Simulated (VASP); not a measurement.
# NaI (P1) in VASP: single point with PBE

Aim: the single point of NaI with PBE.

All numbers are computed with VASP 6.6.1; they aren't measurements. Logs are shortened: lines on timing, memory, paths and dates and some standing lists are left out, and cuts for length are marked.

## Step 1: The cell of the first run

The typed cell holds 4 atoms: a = 4.618 Å, b = 4.635 Å, c = 7.987 Å, α = 73.18°, β = 73.38°, γ = 59.77°.

## Step 2: Single point, PBE

Input file INCAR:

```
SYSTEM = NaI
PREC     = Accurate       ! precision mode
ENCUT    = 520            ! plane-wave cutoff, eV
EDIFF    = 1E-6           ! SCF threshold, eV
ISMEAR   = 0              ! smearing method
SIGMA    = 0.1            ! smearing width, eV
LREAL    = .FALSE.        ! projectors in reciprocal space
LASPH    = .TRUE.         ! aspherical terms in the spheres
NELM     = 60             ! most SCF steps
ALGO     = Normal         ! electronic algorithm
ISIF     = 2              ! what is computed and relaxed
LWAVE    = .FALSE.        ! write WAVECAR
LCHARG   = .FALSE.        ! write CHGCAR
GGA      = PE             ! functional
NBANDS   = 22             ! bands
```

Input file KPOINTS:

```
regular mesh
0
G
  4 4 4
  0 0 0
```

Input file POSCAR:

```
NaI
1.0
   -3.2655267752     -0.0173720745     -3.2655074641
   -3.2779196477     -3.2771295600     -0.0051028403
   -6.5211935107      3.2479553495      3.2735945220
Na I
2 2
Direct
    0.2500981337      0.2499333826      0.2498475400
    0.7500506659      0.7495980336      0.7499637637
    1.0004461739      1.0003596188      0.0000640217
    0.4994050266      0.5001089651      0.5001246746
```

Potentials or basis: VASP PAW PBE potentials, release 64 (Na_pv, I).

Launch:

```bash
> cat potpaw_PBE.64/Na_pv/POTCAR potpaw_PBE.64/I/POTCAR > POTCAR
> mpirun -np 1 vasp_std > vasp.out
```

OUTCAR:

```text
SYSTEM = NaI
   PREC = Accurate
   ENCUT = 520
   EDIFF = 1E-6
   ISMEAR = 0
   LREAL = .FALSE.
   LASPH = .TRUE.
   NELM = 60
   ISIF = 2
   GGA = PE

 ion  position               nearest neighbor table
   1  0.250  0.250  0.250-
   2  0.750  0.750  0.750-
   3  0.000  0.000  0.000-
   4  0.499  0.500  0.500-

  LATTYP: Found a triclinic cell.
 ALAT       =     4.6351225883
 B/A-ratio  =     0.9946808165
 C/A-ratio  =     1.7231398346
 COS(alpha) =     0.0045218852
 COS(beta)  =     0.2894411516
 COS(gamma) =     0.5010103872

  Lattice vectors:

 A1 = (  -3.2779196477,  -3.2771295600,  -0.0051028403)
 A2 = (  -0.0123928725,  -3.2597574855,   3.2604046238)
 A3 = (  -6.5211935107,   3.2479553495,   3.2735945220)

Analysis of symmetry for initial positions (statically):
=====================================================================
 Subroutine PRICEL returns:
 Original cell was already a primitive cell.

 Routine SETGRP: Setting up the symmetry group for a
 triclinic supercell.

 Subroutine GETGRP returns: Found  1 space group operations
 (whereof  1 operations were pure point group operations)
 out of a pool of  2 trial point group operations.

The static configuration has the point symmetry C_1 .

Analysis of symmetry for dynamics (positions and initial velocities):
=====================================================================
 Subroutine PRICEL returns:
 Original cell was already a primitive cell.

 Routine SETGRP: Setting up the symmetry group for a
 triclinic supercell.

 Subroutine GETGRP returns: Found  1 space group operations
 (whereof  1 operations were pure point group operations)
 out of a pool of  2 trial point group operations.

The dynamic configuration has the point symmetry C_1 .

 Subroutine INISYM returns: Found  1 space group operations
 (whereof  1 operations are pure point group operations),
 and found     1 'primitive' translations

----------------------------------------------------------------------------------------

                                     Primitive cell

  volume of cell :     139.3443

  direct lattice vectors                    reciprocal lattice vectors
    -3.265526775 -0.017372075 -3.265507464    -0.076870180  0.077246491 -0.229771424
    -3.277919648 -3.277129560 -0.005102840    -0.075707116 -0.229539509  0.076928684
    -6.521193511  3.247955350  3.273594522    -0.076798292  0.076697859  0.076390724

  length of vectors
     4.618171273  4.635122588  7.986964370     0.254304841  0.253649317  0.132725589

  position of ions in fractional coordinates (direct lattice)
     0.250098134  0.249933383  0.249847540
     0.750050666  0.749598034  0.749963764
     0.000446174  0.000359619  0.000064022
     0.499405027  0.500108965  0.500124675

  ion indices of the primitive-cell ions
   primitive index   ion index
                 1           1
                 2           2
                 3           3
                 4           4

----------------------------------------------------------------------------------------

 KPOINTS: regular mesh

Automatic generation of k-mesh.
 Grid dimensions read from file:
 generate k-points for:    4    4    4

 Generating k-lattice:

  Cartesian coordinates                     Fractional coordinates (reciprocal lattice)
    -0.019217545  0.019311623 -0.057442856     0.250000000  0.000000000  0.000000000
    -0.018926779 -0.057384877  0.019232171     0.000000000  0.250000000  0.000000000
    -0.019199573  0.019174465  0.019097681     0.000000000  0.000000000  0.250000000

  Length of vectors
     0.063576210  0.063412329  0.033181397

  Shift w.r.t. Gamma in fractional coordinates (k-lattice)
     0.000000000  0.000000000  0.000000000

 Subroutine IBZKPT returns following result:
 ===========================================

 Found     36 irreducible k-points:

 Following reciprocal coordinates:
            Coordinates               Weight
  0.000000  0.000000  0.000000      1.000000
  0.250000  0.000000 -0.000000      2.000000
  0.500000  0.000000 -0.000000      1.000000
  0.000000  0.250000  0.000000      2.000000
  0.250000  0.250000 -0.000000      2.000000
  0.500000  0.250000  0.000000      2.000000
[... 16 lines left out ...]
 -0.000000 -0.250000  0.250000      2.000000
  0.250000 -0.250000  0.250000      2.000000
 [... further k-points ...]
   k-points           NKPTS =     36   k-points in BZ     NKDIM =     36   number of bands    NBANDS=     22
   number of dos      NEDOS =    301   number of ions     NIONS =      4
   total plane-waves  NPLWV =  77760
   dimension x,y,z NGX =    36 NGY =   36 NGZ =   60
   dimension x,y,z NGXF=    72 NGYF=   72 NGZF=  120
   ions per type =               2   2
   NGX,Y,Z   is equivalent  to a cutoff of  12.96, 12.91, 12.49 a.u.
   NGXF,Y,Z  is equivalent  to a cutoff of  25.92, 25.82, 24.98 a.u.
 SYSTEM =  NaI
   PREC   = accura    normal or accurate (medium, high low for compatibility)
   ISTART =      0    job   : 0-new  1-cont  2-samecut
   ICHARG =      2    charge: 1-file 2-atom 10-const
   ISPIN  =      1    spin polarized calculation?
   LNONCOLLINEAR =      F non collinear calculations
   LSORBIT =      F    spin-orbit coupling
   LASPH  =      T    aspherical Exc in radial PAW
   ENCUT  =  520.0 eV  38.22 Ry    6.18 a.u.   8.59  8.62 14.85*2*pi/ulx,y,z
   NELM   =     60;   NELMIN=  2; NELMDL= -5     # of ELM steps
   EDIFF  = 0.1E-05   stopping-criterion for ELM
   LREAL  =      F    real-space projection
   EDIFFG = 0.1E-04   stopping-criterion for IOM
   NSW    =      0    number of steps for IOM
   IBRION =     -1    ionic relax: 0-MD 1-quasi-New 2-CG
   NFREE  =      0    steps in history (QN), initial steepest desc. (CG)
   ISIF   =      2    stress and relaxation
   ISYM   =      2    0-nonsym 1-usesym 2-fastsym
   POTIM  = 0.5000    time-step for ionic-motion
   TEBEG  =    0.0;   TEEND  =   0.0 temperature during run
   PSTRESS=    0.0 pullay stress
   NELECT =      28.0000    total number of electrons
   NUPDOWN=      -1.0000    fix difference up-down
   EMIN   =  10.00;   EMAX   =-10.00  energy-range for DOS
   EFERMI =   0.00;   METHOD = LEGACY
   ISMEAR =     0;   SIGMA  =   0.10  broadening in eV -4-tet -1-fermi 0-gaus
   EFERMI_NEDOS =   21; number of points for ismear=-14 and -15
   IALGO  =     38    algorithm
   IMIX   =      4    mixing-type and parameters
     AMIX     =   0.40;   BMIX     =  1.00
     AMIX_MAG =   1.60;   BMIX_MAG =  1.00
  volume/ion in A,a.u.               =      34.84       235.09
  Fermi-wavevector in a.u.,A,eV,Ry     =   0.958880  1.812021 12.509900  0.919452
  Thomas-Fermi vector in A             =   2.088027
   LORBIT       =      0    0 simple, 1 ext, 2 COOP (PROOUT), +10 PAW based schemes
   GGA     = PE    functional components
   LHFCALC =     F    Hartree Fock is set to
   AEXX    =    0.0000 exact exchange contribution
   IVDW    =     0    specifies the selected vdW correction
   LEPSILON=     F    determine dielectric tensor
   LRPA    =     F    only Hartree local field effects (RPA)
 non-spin polarized calculation
 Gauss-broadening in eV      SIGMA  =   0.10
  energy-cutoff  :      520.00
  volume of cell :      139.34
 maximum number of plane-waves:      3772
 NGX is ok and might be reduce to    36
   NGX = 17   NGY = 17   NGZ = 29

 number of electron      27.9999986 magnetization

 Free energy of the ion-electron system (eV)
  ---------------------------------------------------
  ext. energy  EPLUGINS =         0.00000000
  ---------------------------------------------------
  free energy    TOTEN  =       -10.76993696 eV

  energy without entropy =      -10.76993696  energy(sigma->0) =      -10.76993696

 E-fermi :   1.1054     XC(G=0):  -7.5943

 val. band max:        0.6401012105   @ k =   0.0000   0.0000   0.0000
 cond. band min:       4.1916034806   @ k =   0.0000   0.0000   0.0000
 fundamental gap:      3.5515022702
 Fermi energy:         1.1054083822

 k-point     1 :       0.0000    0.0000    0.0000
  band No.  band energies     occupation
      1     -21.8591      2.00000
      2     -21.8550      2.00000
      3     -21.8545      2.00000
      4     -21.8542      2.00000
      5     -21.8540      2.00000
      6     -21.8536      2.00000
[... 14 lines left out ...]
     21       8.5957      0.00000
     22       9.1545      0.00000

 k-point     2 :       0.2500    0.0000   -0.0000
  band No.  band energies     occupation
      1     -21.8580      2.00000
      2     -21.8566      2.00000
      3     -21.8558      2.00000
      4     -21.8547      2.00000
      5     -21.8546      2.00000
      6     -21.8540      2.00000
[... 14 lines left out ...]
     21       8.8893      0.00000
     22       9.0128      0.00000

 k-point     3 :       0.5000    0.0000   -0.0000
  band No.  band energies     occupation
      1     -21.8583      2.00000
      2     -21.8576      2.00000
      3     -21.8562      2.00000
      4     -21.8555      2.00000
      5     -21.8549      2.00000
      6     -21.8544      2.00000
[... 14 lines left out ...]
     21       9.2244      0.00000
     22       9.2255      0.00000

 k-point     4 :       0.0000    0.2500    0.0000
  band No.  band energies     occupation
      1     -21.8580      2.00000
      2     -21.8563      2.00000
      3     -21.8555      2.00000
      4     -21.8549      2.00000
      5     -21.8548      2.00000
      6     -21.8542      2.00000
[... 14 lines left out ...]
     21       8.9159      0.00000
     22       9.0425      0.00000

 k-point     5 :       0.2500    0.2500   -0.0000
  band No.  band energies     occupation
      1     -21.8581      2.00000
      2     -21.8562      2.00000
      3     -21.8554      2.00000
      4     -21.8551      2.00000
      5     -21.8547      2.00000
      6     -21.8542      2.00000
[... 14 lines left out ...]
     21       8.5975      0.00000
     22       9.2595      0.00000

 k-point     6 :       0.5000    0.2500    0.0000
  band No.  band energies     occupation
      1     -21.8578      2.00000
      2     -21.8573      2.00000
      3     -21.8563      2.00000
      4     -21.8558      2.00000
      5     -21.8550      2.00000
      6     -21.8547      2.00000
[... 14 lines left out ...]
     21       9.0608      0.00000
     22       9.3995      0.00000

 k-point     7 :      -0.2500    0.2500    0.0000
  band No.  band energies     occupation
      1     -21.8577      2.00000
      2     -21.8568      2.00000
      3     -21.8566      2.00000
      4     -21.8559      2.00000
      5     -21.8555      2.00000
      6     -21.8542      2.00000
[... 324 lines left out ...]
      6     -21.8549      2.00000
[... 14 lines left out ...]
     21       8.4636      0.00000
     22       8.7558      0.00000

 k-point    21 :       0.5000    0.5000    0.2500
  band No.  band energies     occupation
      1     -21.8581      2.00000
      2     -21.8575      2.00000
      3     -21.8558      2.00000
      4     -21.8557      2.00000
      5     -21.8552      2.00000
      6     -21.8545      2.00000
[... 14 lines left out ...]
     21       9.5662      0.00000
     22      10.5491      0.00000

 k-point    22 :      -0.2500    0.5000    0.2500
  band No.  band energies     occupation
      1     -21.8575      2.00000
      2     -21.8572      2.00000
      3     -21.8564      2.00000
      4     -21.8557      2.00000
      5     -21.8551      2.00000
      6     -21.8548      2.00000
[... 14 lines left out ...]
     21       9.2569      0.00000
     22       9.2722      0.00000

 k-point    23 :      -0.0000   -0.2500    0.2500
  band No.  band energies     occupation
      1     -21.8575      2.00000
      2     -21.8565      2.00000
      3     -21.8557      2.00000
      4     -21.8550      2.00000
      5     -21.8548      2.00000
      6     -21.8542      2.00000
[... 14 lines left out ...]
     21       8.7227      0.00000
     22       9.7655      0.00000

 k-point    24 :       0.2500   -0.2500    0.2500
  band No.  band energies     occupation
      1     -21.8581      2.00000
      2     -21.8572      2.00000
      3     -21.8561      2.00000
      4     -21.8556      2.00000
      5     -21.8553      2.00000
      6     -21.8545      2.00000
[... 14 lines left out ...]
     21       9.0228      0.00000
     22       9.3763      0.00000

 [... further k-points ...]
[... 5 lines left out ...]
  --------------------------------------------------------------------------------------
  -------------------------------------------------------------------------------------
  Total        0.0092035      0.0130140      0.0088348     -0.0313210     -0.0347318      0.0153642
  in kB        0.1058220      0.1496344      0.1015821     -0.3601283     -0.3993451      0.1766567
  external PRESSURE =       0.1190128 kB  Pullay stress =       0.0000000 kB

 VOLUME and BASIS-vectors are now :
 -----------------------------------------------------------------------------
  energy-cutoff  :      520.00
  volume of cell :      139.34
      direct lattice vectors                 reciprocal lattice vectors
    -3.265526775 -0.017372075 -3.265507464    -0.076870180  0.077246491 -0.229771424
    -3.277919648 -3.277129560 -0.005102840    -0.075707116 -0.229539509  0.076928684
    -6.521193511  3.247955350  3.273594522    -0.076798292  0.076697859  0.076390724

 POSITION                                       TOTAL-FORCE (eV/Angst)
 -----------------------------------------------------------------------------------
     -3.26527     -0.01192     -0.00007        -0.001864      0.000280      0.001406
     -9.79709     -0.03371      0.00196        -0.001571     -0.001711      0.000254
     -0.00305     -0.00098     -0.00125         0.003405      0.001425      0.001154
     -6.53155     -0.02321      0.00384         0.000031      0.000006     -0.002814
 -----------------------------------------------------------------------------------
    total drift:                                0.000063     -0.000007     -0.000011

  FREE ENERGIE OF THE ION-ELECTRON SYSTEM (eV)
  ---------------------------------------------------
  free  energy   TOTEN  =       -10.7699369645 eV

  energy  without entropy=      -10.7699369645  energy(sigma->0) =      -10.76993696
```

Run time: 81 s. Hardware: 1 thread of AMD EPYC 7R43 (Zen 3), shared host; peak memory 0.26 GiB.

What came out:

- Free energy: -10.7699 eV
- Pressure: 0.0 GPa
- Largest force: 0.004 eV/Å
- Band gap on the k mesh: 3.55 eV

Forces on the atoms (eV/Å):
```
Na  -0.002  0.000  0.001
Na  -0.002 -0.002  0.000
I    0.003  0.001  0.001
I    0.000  0.000 -0.003
```

Levels at points of the mesh, in eV from the valence-band top:
```csv
k point,band 11,band 12,band 13,band 14,band 15,band 16,band 17,band 18
"(0.00, 0.00, 0.00)",-0.28,-0.03,-0.02,0.00,3.55,5.06,7.37,7.42
"(0.50, 0.00, 0.00)",-0.89,-0.89,-0.54,-0.54,5.41,5.41,6.66,6.67
"(0.00, 0.50, 0.00)",-0.89,-0.89,-0.52,-0.51,5.44,5.44,6.65,6.65
"(0.50, 0.50, 0.00)",-0.74,-0.71,-0.28,-0.26,4.45,5.08,5.58,7.41
"(0.00, 0.00, 0.50)",-0.17,-0.17,-0.15,-0.15,4.84,4.84,7.43,7.43
"(0.50, 0.00, 0.50)",-0.75,-0.70,-0.30,-0.29,4.45,5.05,5.59,7.36
"(0.00, 0.50, 0.50)",-0.73,-0.72,-0.29,-0.27,4.45,5.07,5.58,7.39
"(0.50, 0.50, 0.50)",-0.90,-0.89,-0.51,-0.50,5.44,5.45,6.64,6.65
```

Caveat: spin-orbit coupling is left out, which moves the levels of the heavy elements. A hybrid or GW would open this gap; PBE tends to underestimate it.
